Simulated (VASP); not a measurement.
Runs of VASP 6.6.1 on TiAl3. The structure is that of space group Pmm2 (No. 25), or close to it. The cells are those of the table. 

| task | level | cell | k mesh | cutoff (eV) | smearing | dipole correction | tolerance level | purpose | route | passes | gap on the mesh (eV) | pressure (GPa) | largest force (eV/Å) |
| --- | --- | --- | --- | --- | --- | --- | --- | --- | --- | --- | --- | --- | --- |
| single point | PBEsol | a = 2.869, b = 4.729, c = 4.803 Å, 4 atoms | 9 × 6 × 6 | 520 | fermi-dirac 0.05 eV | no | - | - | - | - | none | (a) | 0.03 |
| band structure | revPBE | a = 2.840, b = 4.681, c = 4.901 Å, 4 atoms | 15 × 9 × 9 | 550 | gaussian 0.04 eV | - | tight | bands | KPOINTS_OPT | - | - | 1.4 | 0.04 |
| single point | PBEsol | a = 2.898, b = 4.778, c = 4.705 Å, 4 atoms | 9 × 6 × 6 | 520 | fermi-dirac 0.05 eV | no | - | - | - | - | none | -1.8 | 0.08 |
| relaxation of cell and atoms | PBEsol | relaxed from a = 2.868, b = 4.728, c = 4.949 Å, 4 atoms | 13 × 8 × 8 | 720 | methfessel-paxton 0.05 eV | - | standard | cell | - | 3 | none | 0.0 | - |

Alike in all rows: potentials or basis VASP PAW PBE potentials, release 64 (Ti_sv, Al); no spin polarisation.

Task: Estimate the missing entries.

Result: (a) -2.1.

Caveats: the PAW data sets were made with another functional, which shifts forces and pressure a little; the stress differs along the axes, from -5 to 2 GPa (at least some runs); the stress differs along the axes, from -6 to 4 GPa (at least some runs).

A gap of «none» marks levels without a gap at the run's occupations.
